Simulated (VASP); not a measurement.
Wanted: the native input for a VASP 6.6.1 run.

```yaml
Task: single point
Functional: r2SCAN
Dispersion: rVV10
Potentials_or_basis: VASP PAW PBE potentials, release 64 (Cs_sv, Si, Sb)
Cutoff: 520 eV
k_mesh: 4 × 4 × 6
Occupations: fermi-dirac, width 0.03 eV
Spin: no spin polarisation
Dipole_correction: no
Further_INCAR_settings: ALGO = Normal; EDIFF = 1e-06; NBANDS = 25
```

The system is CsSi2Sb3.

```
Cs Si Sb
1.0
     3.65573   -6.25820    0.00000
     3.65573    6.25820    0.00000
     0.00000    0.00000    3.89943
Cs Si Sb
1 2 3
Direct
  0.00000 0.00000 0.00000
  0.50000 0.00000 0.50000
  0.00000 0.50000 0.50000
  0.69055 0.30945 0.00000
  0.30945 0.69055 0.00000
  0.50000 0.50000 0.50000
```

These files were run (other wordings do the same):

POSCAR

```
CsSi2Sb3
1.0
    3.6557303836     -6.2582012306      0.0000000000
    3.6557303836      6.2582012306      0.0000000000
    0.0000000000      0.0000000000      3.8994269010
Cs Si Sb
1 2 3
Direct
    0.0000000000      0.0000000000      0.0000000000
    0.5000000000      0.0000000000      0.5000000000
    0.0000000000      0.5000000000      0.5000000000
    0.6905522059      0.3094477941      0.0000000000
    0.3094477941      0.6905522059      0.0000000000
    0.5000000000      0.5000000000      0.5000000000
```

INCAR.step1

```
SYSTEM = CsSi2Sb3
PREC = Accurate ; ENCUT = 520
ISMEAR = -1 ; SIGMA = 0.03
LREAL = .FALSE. ; LASPH = .TRUE.
NELM = 100 ; NBANDS = 25
GGA = PE ; ALGO = Normal
EDIFF = 1E-4 ; LWAVE = .TRUE.
LCHARG = .FALSE.
```

INCAR.step2

```
SYSTEM = CsSi2Sb3
PREC = Accurate ; ENCUT = 520
EDIFF = 1E-6 ; ISMEAR = -1
SIGMA = 0.03 ; LREAL = .FALSE.
LASPH = .TRUE. ; NELM = 100
ALGO = Normal ; ISIF = 2
LWAVE = .FALSE. ; LCHARG = .FALSE.
METAGGA = R2SCAN ; LMIXTAU = .TRUE.
LUSE_VDW = .TRUE. ; IVDW_NL = 2
BPARAM = 11.95 ; CPARAM = 0.0093
NBANDS = 25 ; ISTART = 1
```

KPOINTS

```
Automatic mesh
0
G
  4 4 6
  0 0 0
```

Potentials or basis: VASP PAW PBE potentials, release 64 (Cs_sv, Si, Sb).

Run with:

```sh
$ cat potpaw_PBE.64/Cs_sv/POTCAR potpaw_PBE.64/Si/POTCAR potpaw_PBE.64/Sb/POTCAR > POTCAR
$ cp INCAR.step1 INCAR
$ mpirun -np 1 vasp_std > vasp.out
$ cp INCAR.step2 INCAR
$ mpirun -np 1 vasp_std > vasp.out
```

It gave:

The pressure is 0.2 GPa. The band gap on the k mesh is zero (bands 16 and 17 overlap by 1.79 eV).

Caveat: the PAW data sets were made with another functional, which shifts forces and pressure a little; spin-orbit coupling is left out, which moves the levels of the heavy elements.

Run time: 8.2 min on 1 thread of AMD EPYC 7R43 64-Core Processor (Zen 3) (shared host), peak memory 0.66 GiB.
